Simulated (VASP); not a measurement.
Set up this calculation in VASP 6.6.1, as the native input.

* Task: single point
* Functional: PBE
* Potentials or basis: VASP PAW PBE potentials, release 64 (Gd, N)
* Cutoff: 520 eV
* k mesh: 5 × 4 × 9
* Occupations: gaussian, width 0.1 eV
* Spin: collinear spin, ferrimagnetic start
* Starting moments: [7.63, -0.16] μB
* Hubbard terms: Gd f U = 6.0 eV
* Dipole correction: no
* Further INCAR settings: ALGO = Normal; EDIFF = 1e-06; NBANDS = 22; ISYM = 0

The structure of GdN lies in POSCAR:

```
GdN
1.0
    3.5369293656      0.0000000000      0.0000000000
    0.0000000000      5.0019734779      0.0000000000
    1.7684646828      2.5009867390      1.7684646828
Gd N
1 1
Direct
    0.0000000000      0.5000000000      0.0000000000
    0.0000000000      0.0000000000      0.0000000000
```

One way to write it, as run:

INCAR

```
SYSTEM = GdN
PREC = Accurate
ENCUT = 520
EDIFF = 1E-6
ISMEAR = 0
SIGMA = 0.1
LREAL = .FALSE.
LASPH = .TRUE.
NELM = 150
ALGO = Normal
ISIF = 2
LWAVE = .FALSE.
LCHARG = .TRUE.
ISPIN = 2
MAGMOM = 7.63 -0.16
LORBIT = 11
LMAXMIX = 6
LDAU = .TRUE.
LDAUTYPE = 2
LDAUL = 3 -1
LDAUU = 6 0
LDAUJ = 0 0
LDAUPRINT = 1
GGA = PE
LELF = .TRUE.
LVHAR = .TRUE.
ISYM = 0
NBANDS = 22
```

KPOINTS

```
Automatic mesh
0
G
  5 4 9
  0 0 0
```

Potentials or basis: VASP PAW PBE potentials, release 64 (Gd, N).

Launch:

```console
$ cat potpaw_PBE.64/Gd/POTCAR potpaw_PBE.64/N/POTCAR > POTCAR
$ mpirun -np 1 vasp_std > vasp.out
```

It gave:

```yaml
Pressure: 0.2 GPa
Band_gap_on_the_k_mesh: zero (filled and empty bands overlap)
Net_moment: 7.00 μB per cell
Site_moments: Gd +6.87; N -0.12 μB
Valence_electrons_inside_the_program's_atomic_spheres: Gd 15.21; N 3.63
```

Caveat: the k points lie up to 0.54 Å⁻¹ apart; spin-orbit coupling is left out, which moves the levels of the heavy elements; a cell with one magnetic atom can't hold antiferromagnetic order, which such compounds often take.

Wall time 2.1 min on 1 thread of Intel(R) Xeon(R) 6975P-C (Granite Rapids) (shared host), peak memory 0.28 GiB.
